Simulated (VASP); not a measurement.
Runs of VASP 6.6.1 on FeO. The structure is that of space group I4/mmm (No. 139), or close to it. The cells are those of the table. 

```csv
task,level,cell,k mesh,cutoff (eV),grid for exact exchange (PRECFOCK),share of exact exchange,screening parameter,gap on the mesh (eV),pressure (GPa),moment (μB)
relaxation of cell and atoms,PBEsol,"relaxed to 10 GPa from a = 3.078 Å, angles 117.3, 117.3, 94.8°, 2 atoms",12 × 12 × 12,600,-,-,-,none,10.1,3.97
single point,PBEsol-based screened hybrid with 25 % exact exchange,"a = 3.016 Å, angles 116.6, 116.6, 96.0°, 2 atoms",6 × 6 × 6,520,Normal,0.25,0.207 1/Å,0.84,0.8,4.00
relaxation of cell and atoms,PBEsol,"relaxed to 5 GPa from a = 3.078 Å, angles 117.3, 117.3, 94.8°, 2 atoms",12 × 12 × 12,600,-,-,-,none,5.1,(a)
single point,PBEsol-based screened hybrid with 25 % exact exchange,"a = 3.078 Å, angles 117.3, 117.3, 94.8°, 2 atoms",6 × 6 × 6,520,Normal,0.25,0.207 1/Å,1.09,(b),4.00
single point,PBE,"a = 3.078 Å, angles 117.3, 117.3, 94.8°, 2 atoms",12 × 12 × 12,520,-,-,-,none,-8.7,4.00
```

Alike in all rows: potentials or basis VASP PAW PBE potentials, release 64 (Fe, O); spin collinear, ferromagnetic start; smearing fermi-dirac 0.05 eV.

Question: Fill in the values left out.

Answer: (a) 3.99; (b) -9.6.

Caveats: some runs use coarse meshes; a cell with one magnetic atom can't hold antiferromagnetic order, which such compounds often take; the PAW data sets were made with another functional, which shifts forces and pressure a little (at least some runs); semilocal functionals often make such compounds metallic where correlation or magnetic order opens a gap, which also shifts bond lengths (at least some runs); the cell is relaxed towards a set pressure, so the run minimises the enthalpy, not the energy (at least some runs); the stress differs along the axes, from -14 to -7 GPa (at least some runs); the stress differs along the axes, from -10 to -5 GPa (at least some runs).

A k mesh can miss the band edges.

A gap of «none» marks levels without a gap at the run's occupations.
